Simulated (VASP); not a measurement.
Crystal: BiTe.

```
CELL_PARAMETERS angstrom
2.42271 1.39875 3.31729
-2.42271 1.39875 3.31729
0.00000 -2.79750 3.31729
ATOMIC_POSITIONS crystal
Bi 0.50000 0.50000 0.50000
Te 0.00000 0.00000 0.00000
```

| Quantity | Value |
| --- | --- |
| Program | VASP 6.6.1 |
| Task | relaxation of cell and atoms |
| Functional | RPBE |
| Dispersion | D4 |
| Potentials or basis | VASP PAW PBE potentials, release 64 (Bi_d, Te) |
| Cutoff | 600 eV |
| k mesh | 7 × 7 × 7 |
| Occupations | fermi-dirac, width 0.05 eV |
| Spin | no spin polarisation |

At the start: pressure -2.9 GPa; volume 33.72 Å³/atom.

Task: Where does the relaxation end?

Result: Over 11 steps the energy falls by 29.7 meV/atom and the volume is 31.05 Å³/atom (-7.9 %); space group R-3m (No. 166, to 0.05 Å).

Step by step:
| step | energy change (eV) | largest force (eV/Å) | pressure (GPa) | volume (Å³) |
| --- | --- | --- | --- | --- |
| 1 | 0.0000 | 0.0000 | -2.89 | 67.45 |
| 2 | -0.0289 | 0.0000 | 1.77 | 61.68 |
| 3 | -0.0381 | 0.0000 | 0.06 | 63.48 |
| 4 | -0.0432 | 0.0000 | 0.05 | 63.31 |
| 5 | -0.0550 | 0.0000 | 0.00 | 62.75 |
| 6 | -0.0520 | 0.0000 | -0.11 | 61.42 |
| 7 | -0.0592 | 0.0000 | -0.08 | 62.24 |
| 8 | -0.0593 | 0.0000 | -0.10 | 62.18 |
| 9 | -0.0593 | 0.0000 | -0.08 | 62.21 |
| 10 | -0.0592 | 0.0000 | 0.15 | 61.94 |
| 11 | -0.0593 | 0.0000 | 0.01 | 62.11 |

Final structure:
```
CELL_PARAMETERS angstrom
2.43461 1.40562 3.02483
-2.43461 1.40562 3.02483
0.00000 -2.81124 3.02483
ATOMIC_POSITIONS crystal
Bi 0.50000 0.50000 0.50000
Te 0.00000 0.00000 0.00000
```

Caveat: the PAW data sets were made with another functional, which shifts forces and pressure a little; pairwise dispersion overbinds metals, which lowers pressure and volume.
